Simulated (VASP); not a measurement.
Here is a VASP 6.6.1 calculation.

Contents of INCAR:

```
PREC = Accurate
ENCUT = 520
EDIFF = 1E-7
ISMEAR = 0
SIGMA = 0.01
LREAL = False
LASPH = True
NELM = 100
ALGO = Normal
ISIF = 2
LWAVE = False
LCHARG = False
GGA = PE
NBANDS = 15
```

Contents of KPOINTS:

```
regular mesh
0
Gamma
  4 4 4
```

The input POSCAR:

```
KI
1.0
   -0.1181428326      3.4261421451      3.4261421451
    3.4261421451     -0.1181428326      3.4261421451
    3.4261421451      3.4261421451     -0.1181428326
K I
1 1
Direct
    0.0000000000      0.0000000000      0.0000000000
    0.5000000000      0.5000000000      0.5000000000
```

Potentials or basis: VASP PAW PBE potentials, release 64 (K_sv, I).

The run is started by

```bash
$ cat potpaw_PBE.64/K_sv/POTCAR potpaw_PBE.64/I/POTCAR > POTCAR
$ mpirun -np 1 vasp_std > vasp.out
```

(1) Predict the pressure.

(2) Estimate the band gap on the k mesh.

Answers

(1) 1.2 GPa.

(2) 3.96 eV.

Caveat: the cell differs from its parent crystal (strain along [111] -5.0%); spin-orbit coupling is left out, which moves the levels of the heavy elements.
